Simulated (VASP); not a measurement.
Bi2Se3: single point with PBE+D3(BJ)

The system is Bi2Se3, a slab with vacuum.

```xyz
5
Lattice="4.2068 0.0000 0.0000 -2.1034 3.6432 0.0000 0.0000 0.0000 39.9824" Properties=species:S:1:pos:R:3 pbc="T T T"
Se    0.0000    0.0000   16.5490
Se    2.1034    1.2144   19.9912
Se    0.0000    2.4288   23.4334
Bi    0.0000    2.4288   18.0867
Bi    0.0000    0.0000   21.8958
```

This cell differs from its parent crystal: biaxial strain +0.020, then relaxed in part.

```yaml
Program: VASP 6.6.1
Task: single point
Functional: PBE
Dispersion: D3(BJ)
Potentials_or_basis: VASP PAW PBE potentials, release 64 (Se, Bi_d)
Cutoff: 520 eV
k_mesh: 12 × 12 × 1
Occupations: gaussian, width 0.02 eV
Spin: no spin polarisation
```

```
Largest force              : 0.010 eV/Å
Band gap on the k mesh     : 0.75 eV (least direct gap 1.20 eV)
Dispersion energy per atom : -0.310 eV
```

Forces on the atoms (eV/Å):
```
Se   0.000  0.000 -0.010
Se   0.000  0.000  0.000
Se   0.000  0.000  0.010
Bi   0.000  0.000  0.007
Bi   0.000  0.000 -0.007
```

Levels at points of the mesh, in eV from the valence-band top:
```csv
k point,band 20,band 21,band 22,band 23,band 24,band 25,band 26,band 27,band 28,band 29
"(0.00, 0.00, 0.00)",-1.07,-0.70,-0.70,-0.64,-0.44,0.75,2.08,2.08,2.53,3.13
"(0.50, 0.00, 0.00)",-2.08,-1.65,-0.86,-0.78,-0.53,1.71,2.89,3.08,3.58,4.46
```

Wall time 4.7 min on 1 thread of Intel(R) Xeon(R) 6975P-C (Granite Rapids), on a shared host, peak memory 0.82 GiB.

Caveat: the cell differs from its parent crystal (biaxial strain +0.020, then relaxed in part); spin-orbit coupling is left out, which moves the levels of the heavy elements.
